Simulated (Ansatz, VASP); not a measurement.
## Two plane-wave programs on Pd

Contents of INCAR:

```
SYSTEM = Pd
  PREC = Accurate
  ENCUT = 520
  EDIFF = 1E-6
  ISMEAR = -1
  SIGMA = 0.1
  LREAL = .False.
  LASPH = .True.
  NELM = 100
  ALGO = Normal
  ISIF = 2
  LWAVE = .False.
  LCHARG = .True.
  GGA = RP
  LELF = .True.
  LVHAR = .True.
  NBANDS = 28
```

File KPOINTS:

```
regular mesh
0
Gamma
  14 14 4
  0 0 0
```

POSCAR

```
Pd
1.0
    2.6932497822      0.0000000000      0.0000000000
   -1.3466248911      2.3324227301      0.0000000000
    0.0000000000      0.0000000000      8.8754629907
Pd
4
Direct
    0.0000000000      0.0000000000      0.0000000000
    0.0000000000      0.0000000000      0.5000000000
    0.3333333333      0.6666666667      0.2500000000
    0.6666666667      0.3333333333      0.7500000000
```

Input for Ansatz:

```yaml
crystal:
  lattice:
    - [2.6932497822, 0.0, 0.0]
    - [-1.3466248911, 2.3324227301, 0.0]
    - [0.0, 0.0, 8.8754629907]
  atoms:
    - { symbol: Pd, position: [0.0, 0.0, 0.0] }
    - { symbol: Pd, position: [0.0, 0.0, 0.5] }
    - { symbol: Pd, position: [0.3333333333, 0.6666666667, 0.25] }
    - { symbol: Pd, position: [0.6666666667, 0.3333333333, 0.75] }
hamiltonian:
  xc: rpbe
  pseudopotentials:
    kind: paw
    azcp:
      Pd: "pseudopotentials/Pd.paw.azcp"
basis:
  ecutwfc: 420
  fft_grid_basis: typed
kpoints:
  mp_grid: { grid: [14, 14, 4], shift: [0, 0, 0] }
magnetization:
  spin_polarized: false
scf:
  occupations: { method: fermi_dirac, width: 0.1 }
  lower_state_search: "off"
output:
  stress: true
  write_density: true
  write_potential: true
  elf: true
  volumetric_format: npy
```

Alike in both runs: task single point; functional RPBE; k mesh 14 × 14 × 4; occupations fermi-dirac, width 0.1 eV; no spin polarisation.

|  | VASP | Ansatz |
| --- | --- | --- |
| version | VASP 6.6.1 | Ansatz 0.2.0 |
| potentials or method | VASP PAW PBE potentials, release 64 (Pd), cutoff 520 eV | plane waves (420 eV) with PAW, scalar-relativistic |
| valence electrons in the cell | 40 | 72 |

```tsv
	VASP	Ansatz	Ansatz less VASP
pressure (GPa)	26.2	26.5	+0.39
traceless stress, the component that is largest in VASP (GPa)	-0.65	-0.64	+0.005
```

VASP's potentials were made for PBE, not for RPBE. The functional is the same, so the differences come from potentials, cutoffs and numerics. VASP's potentials hold 40 valence electrons a cell and Ansatz's 72, so a difference there can come from the potentials and not from the codes.
